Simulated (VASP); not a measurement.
TePbI6, 8 atoms in the cell. It takes space group P4/mmm (No. 123, tetragonal). Conventional cell: a = 4.611 Å, b = 4.611 Å, c = 13.566 Å, α = 90.00°, β = 90.00°, γ = 90.00°. Te (site symmetry 4/mmm) has 12 I at 3.26 to 4.30 Å within 4.3 Å. Within 4.3 Å of Pb (site symmetry 4/mmm) lie 12 I at 3.26 to 3.91 Å. I (site symmetry 4/mmm) has 4 Pb at 3.26 Å and 8 I at 3.91 Å within 4.3 Å. Within 4.3 Å of I (site symmetry 4/mmm) lie 4 Te at 3.26 Å and 8 I at 4.30 Å. I (site symmetry 2mm) has 8 I at 3.26 to 4.30 Å and 2 Pb at 3.91 Å and 2 Te at 4.30 Å within 4.3 Å. 

| Quantity | Value |
| --- | --- |
| Program | VASP 6.6.1 |
| Task | single point |
| Functional | r2SCAN |
| Dispersion | rVV10 |
| Potentials or basis | VASP PAW PBE potentials, release 64 (Te, Pb_d, I) |
| Cutoff | 520 eV |
| k mesh | 6 × 6 × 2 |
| Occupations | fermi-dirac, width 0.03 eV |
| Spin | no spin polarisation |
| Dipole correction | no |
| Further INCAR settings | ALGO = Normal; EDIFF = 1e-07; NBANDS = 41 |

Potentials or basis: VASP PAW PBE potentials, release 64 (Te, Pb_d, I).

The run is started by

```sh
$ cat potpaw_PBE.64/Te/POTCAR potpaw_PBE.64/Pb_d/POTCAR potpaw_PBE.64/I/POTCAR > POTCAR
$ cp INCAR.step1 INCAR
$ mpirun -np 1 vasp_std > vasp.out
$ cp INCAR.step2 INCAR
$ mpirun -np 1 vasp_std > vasp.out
```

Hardware: 1 thread of AMD EPYC 9R45 96-Core Processor (Zen 5), with other jobs on the host.

Problem. How long does it take, and how much memory?

Solution. It took 11 min on 1 thread of AMD EPYC 9R45 96-Core Processor (Zen 5), with other jobs on the host, peak memory 0.98 GiB. Counts: k points 20.
